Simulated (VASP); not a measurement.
# Ti (Im-3m) in VASP: further runs

Ti is run at these levels: PBEsol; tasks: single point.

Everything below comes from runs of VASP 6.6.1. Logs are shortened: lines on timing, memory, paths and dates and some standing lists are left out, and cuts for length are marked.

## (1) The cell of the first run

Symmetry: Im-3m, No. 229, cubic system. The conventional cell has a = 3.282 Å, b = 3.282 Å, c = 3.282 Å, α = 90.00°, β = 90.00°, γ = 90.00°. Within 3.7 Å of Ti (site symmetry m-3m) lie 14 Ti at 2.84 to 3.28 Å.

## (2) Single point, PBEsol

INCAR

```
PREC     = Accurate       # precision mode
ENCUT    = 520            # plane-wave cutoff, eV
EDIFF    = 1E-6           # SCF threshold, eV
ISMEAR   = 1              # smearing method
SIGMA    = 0.05           # smearing width, eV
LREAL    = F              # projectors in reciprocal space
LASPH    = T              # aspherical terms in the spheres
NELM     = 100            # most SCF steps
ALGO     = Normal         # electronic algorithm
ISIF     = 2              # what is computed and relaxed
LWAVE    = F              # write WAVECAR
LCHARG   = F              # write CHGCAR
GGA      = PS             # functional
NBANDS   = 12             # bands
```

KPOINTS

```
Automatic mesh
0
Gamma
  13 13 13
```

POSCAR

```
Ti
1.0
   -1.6410000000      1.6410000000      1.6410000000
    1.6410000000     -1.6410000000      1.6410000000
    1.6410000000      1.6410000000     -1.6410000000
Ti
1
Direct
    0.0000000000      0.0000000000      0.0000000000
```

Potentials or basis: VASP PAW PBE potentials, release 64 (Ti_sv).

Started as:

```console
$ cat potpaw_PBE.64/Ti_sv/POTCAR > POTCAR
$ mpirun -np 1 vasp_std > vasp.out
```

OUTCAR:

```text
PREC = Accurate
   ENCUT = 520
   EDIFF = 1E-6
   ISMEAR = 1
   LREAL = F
   LASPH = T
   NELM = 100
   ISIF = 2
   GGA = PS

 ion  position               nearest neighbor table
   1  0.000  0.000  0.000-

  LATTYP: Found a body centered cubic cell.
 ALAT       =     3.2820000000

  Lattice vectors:

 A1 = (  -1.6410000000,   1.6410000000,   1.6410000000)
 A2 = (   1.6410000000,  -1.6410000000,   1.6410000000)
 A3 = (   1.6410000000,   1.6410000000,  -1.6410000000)

Analysis of symmetry for initial positions (statically):
=====================================================================
 Subroutine PRICEL returns:
 Original cell was already a primitive cell.

 Routine SETGRP: Setting up the symmetry group for a
 body centered cubic supercell.

 Subroutine GETGRP returns: Found 48 space group operations
 (whereof 48 operations were pure point group operations)
 out of a pool of 48 trial point group operations.

The static configuration has the point symmetry O_h .

Analysis of symmetry for dynamics (positions and initial velocities):
=====================================================================
 Subroutine PRICEL returns:
 Original cell was already a primitive cell.

 Routine SETGRP: Setting up the symmetry group for a
 body centered cubic supercell.

 Subroutine GETGRP returns: Found 48 space group operations
 (whereof 48 operations were pure point group operations)
 out of a pool of 48 trial point group operations.

The dynamic configuration has the point symmetry O_h .

 Subroutine INISYM returns: Found 48 space group operations
 (whereof 48 operations are pure point group operations),
 and found     1 'primitive' translations

----------------------------------------------------------------------------------------

                                     Primitive cell

  volume of cell :      17.6761

  direct lattice vectors                    reciprocal lattice vectors
    -1.641000000  1.641000000  1.641000000     0.000000000  0.304692261  0.304692261
     1.641000000 -1.641000000  1.641000000     0.304692261  0.000000000  0.304692261
     1.641000000  1.641000000 -1.641000000     0.304692261  0.304692261  0.000000000

  length of vectors
     2.842295375  2.842295375  2.842295375     0.430899928  0.430899928  0.430899928

  position of ions in fractional coordinates (direct lattice)
     0.000000000  0.000000000  0.000000000

  ion indices of the primitive-cell ions
   primitive index   ion index
                 1           1

----------------------------------------------------------------------------------------

 KPOINTS: Automatic mesh

Automatic generation of k-mesh.
 Grid dimensions read from file:
 generate k-points for:   13   13   13

 Generating k-lattice:

  Cartesian coordinates                     Fractional coordinates (reciprocal lattice)
     0.000000000  0.023437866  0.023437866     0.076923077  0.000000000  0.000000000
     0.023437866  0.000000000  0.023437866     0.000000000  0.076923077  0.000000000
     0.023437866  0.023437866  0.000000000     0.000000000  0.000000000  0.076923077

  Length of vectors
     0.033146148  0.033146148  0.033146148

  Shift w.r.t. Gamma in fractional coordinates (k-lattice)
     0.000000000  0.000000000  0.000000000

 Subroutine IBZKPT returns following result:
 ===========================================

 Found     84 irreducible k-points:

 Following reciprocal coordinates:
            Coordinates               Weight
  0.000000  0.000000  0.000000      1.000000
  0.076923  0.000000  0.000000     12.000000
  0.153846  0.000000  0.000000     12.000000
  0.230769  0.000000  0.000000     12.000000
  0.307692  0.000000  0.000000     12.000000
  0.384615  0.000000  0.000000     12.000000
[... 16 lines left out ...]
  0.153846  0.076923  0.076923     24.000000
  0.230769  0.076923  0.076923     24.000000
 [... further k-points ...]
   k-points           NKPTS =     84   k-points in BZ     NKDIM =     84   number of bands    NBANDS=     12
   number of dos      NEDOS =    301   number of ions     NIONS =      1
   total plane-waves  NPLWV =  13824
   dimension x,y,z NGX =    24 NGY =   24 NGZ =   24
   dimension x,y,z NGXF=    48 NGYF=   48 NGZF=   48
   ions per type =               1
   NGX,Y,Z   is equivalent  to a cutoff of  14.04, 14.04, 14.04 a.u.
   NGXF,Y,Z  is equivalent  to a cutoff of  28.08, 28.08, 28.08 a.u.
 SYSTEM =  unknown system
   PREC   = accura    normal or accurate (medium, high low for compatibility)
   ISTART =      0    job   : 0-new  1-cont  2-samecut
   ICHARG =      2    charge: 1-file 2-atom 10-const
   ISPIN  =      1    spin polarized calculation?
   LNONCOLLINEAR =      F non collinear calculations
   LSORBIT =      F    spin-orbit coupling
   LASPH  =      T    aspherical Exc in radial PAW
   ENCUT  =  520.0 eV  38.22 Ry    6.18 a.u.   5.28  5.28  5.28*2*pi/ulx,y,z
   NELM   =    100;   NELMIN=  2; NELMDL= -5     # of ELM steps
   EDIFF  = 0.1E-05   stopping-criterion for ELM
   LREAL  =      F    real-space projection
   EDIFFG = 0.1E-04   stopping-criterion for IOM
   NSW    =      0    number of steps for IOM
   IBRION =     -1    ionic relax: 0-MD 1-quasi-New 2-CG
   NFREE  =      0    steps in history (QN), initial steepest desc. (CG)
   ISIF   =      2    stress and relaxation
   ISYM   =      2    0-nonsym 1-usesym 2-fastsym
   POTIM  = 0.5000    time-step for ionic-motion
   TEBEG  =    0.0;   TEEND  =   0.0 temperature during run
   PSTRESS=    0.0 pullay stress
   NELECT =      12.0000    total number of electrons
   NUPDOWN=      -1.0000    fix difference up-down
   EMIN   =  10.00;   EMAX   =-10.00  energy-range for DOS
   EFERMI =   0.00;   METHOD = LEGACY
   ISMEAR =     1;   SIGMA  =   0.05  broadening in eV -4-tet -1-fermi 0-gaus
   EFERMI_NEDOS =   21; number of points for ismear=-14 and -15
   IALGO  =     38    algorithm
   IMIX   =      4    mixing-type and parameters
     AMIX     =   0.40;   BMIX     =  1.00
     AMIX_MAG =   1.60;   BMIX_MAG =  1.00
  volume/ion in A,a.u.               =      17.68       119.28
  Fermi-wavevector in a.u.,A,eV,Ry     =   1.438821  2.718977 28.166848  2.070205
  Thomas-Fermi vector in A             =   2.557745
   LORBIT       =      0    0 simple, 1 ext, 2 COOP (PROOUT), +10 PAW based schemes
   GGA     = PS    functional components
   LHFCALC =     F    Hartree Fock is set to
   AEXX    =    0.0000 exact exchange contribution
   IVDW    =     0    specifies the selected vdW correction
   LEPSILON=     F    determine dielectric tensor
   LRPA    =     F    only Hartree local field effects (RPA)
 non-spin polarized calculation
 Methfessel and Paxton  Order N= 1 SIGMA  =   0.05
  energy-cutoff  :      520.00
  volume of cell :       17.68
 maximum number of plane-waves:       486
 NGX is ok and might be reduce to    24
   NGX = 11   NGY = 11   NGZ = 11

 number of electron      12.0000001 magnetization

 Free energy of the ion-electron system (eV)
  ---------------------------------------------------
  ext. energy  EPLUGINS =         0.00000000
  ---------------------------------------------------
  free energy    TOTEN  =        -8.20955272 eV

  energy without entropy =       -8.20919817  energy(sigma->0) =       -8.20943454

 E-fermi :   7.7600     XC(G=0): -11.5484

 val. band max:        7.7137252887   @ k =   0.3077   0.2308   0.0000
 cond. band min:       7.7601950467   @ k =  -0.3077  -0.4615   0.0769
 fundamental gap:      0.0464697580
 Fermi energy:         7.7599726714

 k-point     1 :       0.0000    0.0000    0.0000
  band No.  band energies     occupation
      1     -48.5555      2.00000
      2     -24.5259      2.00000
      3     -24.5259      2.00000
      4     -24.5259      2.00000
      5       1.8632      2.00000
      6       8.7447     -0.00000
      7       8.7447     -0.00000
      8       8.7447     -0.00000
      9      10.4786      0.00000
     10      10.4786      0.00000
     11      25.0728      0.00000
     12      25.0728      0.00000

 k-point     2 :       0.0769    0.0000    0.0000
  band No.  band energies     occupation
      1     -48.5484      2.00000
      2     -24.5643      2.00000
      3     -24.5378      2.00000
      4     -24.5261      2.00000
      5       2.0622      2.00000
      6       8.6551     -0.00000
      7       8.7182     -0.00000
      8       8.8888      0.00000
      9      10.3771      0.00000
     10      10.4841      0.00000
     11      24.7441      0.00000
     12      25.0395      0.00000

 k-point     3 :       0.1538    0.0000    0.0000
  band No.  band energies     occupation
      1     -48.5288      2.00000
      2     -24.6697      2.00000
      3     -24.5706      2.00000
      4     -24.5268      2.00000
      5       2.6326      2.00000
      6       8.4159     -0.00000
      7       8.5829     -0.00000
      8       9.3053      0.00000
      9      10.2038      0.00000
     10      10.5071      0.00000
     11      23.6739      0.00000
     12      24.6577      0.00000
[... 286 lines left out ...]
 k-point    23 :       0.1538    0.0769    0.0769
  band No.  band energies     occupation
      1     -48.4921      2.00000
      2     -24.8647      2.00000
      3     -24.6016      2.00000
      4     -24.5565      2.00000
      5       3.8255      2.00000
      6       7.9489     -0.00000
      7       7.9902     -0.00000
      8      10.3018      0.00000
      9      10.4385      0.00000
     10      10.5183      0.00000
     11      21.9138      0.00000
     12      22.6868      0.00000

 k-point    24 :       0.2308    0.0769    0.0769
  band No.  band energies     occupation
      1     -48.4653      2.00000
      2     -24.9829      2.00000
      3     -24.6632      2.00000
      4     -24.5602      2.00000
      5       4.7607      2.00000
      6       7.6483      2.00701
      7       7.7668      0.77210
      8      10.3669      0.00000
      9      10.6479      0.00000
     10      11.2558      0.00000
     11      19.8585      0.00000
     12      21.7598      0.00000

 [... further k-points ...]

------------------------ aborting loop because EDIFF is reached ----------------------------------------

  FORCE on cell =-STRESS in cart. coord.  units (eV):
  Direction    XX          YY          ZZ          XY          YZ          ZX
  --------------------------------------------------------------------------------------
  -------------------------------------------------------------------------------------
  Total       -0.7720555     -0.7720555     -0.7720555     -0.0000000      0.0000000      0.0000000
  in kB      -69.9799114    -69.9799114    -69.9799114     -0.0000000      0.0000000      0.0000000
  external PRESSURE =     -69.9799114 kB  Pullay stress =       0.0000000 kB

 VOLUME and BASIS-vectors are now :
 -----------------------------------------------------------------------------
  energy-cutoff  :      520.00
  volume of cell :       17.68
      direct lattice vectors                 reciprocal lattice vectors
    -1.641000000  1.641000000  1.641000000     0.000000000  0.304692261  0.304692261
     1.641000000 -1.641000000  1.641000000     0.304692261  0.000000000  0.304692261
     1.641000000  1.641000000 -1.641000000     0.304692261  0.304692261  0.000000000

 POSITION                                       TOTAL-FORCE (eV/Angst)
 -----------------------------------------------------------------------------------
      0.00000      0.00000      0.00000        -0.000000     -0.000000     -0.000000
 -----------------------------------------------------------------------------------
    total drift:                                0.000000      0.000000      0.000000

  FREE ENERGIE OF THE ION-ELECTRON SYSTEM (eV)
  ---------------------------------------------------
  free  energy   TOTEN  =        -8.2095527176 eV

  energy  without entropy=       -8.2091981704  energy(sigma->0) =       -8.20943454
```

Wall time 10 s (1 thread of AMD EPYC 9R45 (Zen 5), shared host); peak memory 0.12 GiB.

What came out:

```
Free energy            : -8.2096 eV
Pressure               : -7.0 GPa
Band gap on the k mesh : zero (band 6 reaches 8.74 eV, above the bottom of band 7 at 7.22 eV)
```

Levels at points of the mesh, in eV from the Fermi level:
| k point | band 4 | band 5 | band 6 | band 7 | band 8 | band 9 |
| --- | --- | --- | --- | --- | --- | --- |
| (0.00, 0.00, 0.00) | -32.29 | -5.90 | 0.98 | 0.98 | 0.98 | 2.72 |

Caveat: the PAW data sets were made with another functional, which shifts forces and pressure a little.

## (3) Single point, PBEsol

Edit INCAR of step 2 so:

```diff
@@ -4,3 +4,3 @@
 ISMEAR   = 1              # smearing method
-SIGMA    = 0.05           # smearing width, eV
+SIGMA    = 0.025          # smearing width, eV
 LREAL    = F              # projectors in reciprocal space
```

KPOINTS is that of step 2.

POSCAR is that of step 2.

Potentials or basis: VASP PAW PBE potentials, release 64 (Ti_sv).

Started as:

```console
$ cat potpaw_PBE.64/Ti_sv/POTCAR > POTCAR
$ mpirun -np 1 vasp_std > vasp.out
```

Wall time 11 s (1 thread of AMD EPYC 9R45 (Zen 5), shared host); peak memory 0.11 GiB.

It converged, with:

| Item | Value |
| --- | --- |
| Free energy | -8.2092 eV |
| Pressure | -7.0 GPa |
| Band gap on the k mesh | zero (band 6 reaches 8.74 eV, above the bottom of band 7 at 7.22 eV) |

Levels at points of the mesh, in eV from the Fermi level:
```tsv
k point	band 3	band 4	band 5	band 6	band 7	band 8	band 9	band 10
(0.00, 0.00, 0.00)	-32.29	-32.29	-5.90	0.98	0.98	0.98	2.71	2.71
```

Caveat: the PAW data sets were made with another functional, which shifts forces and pressure a little.
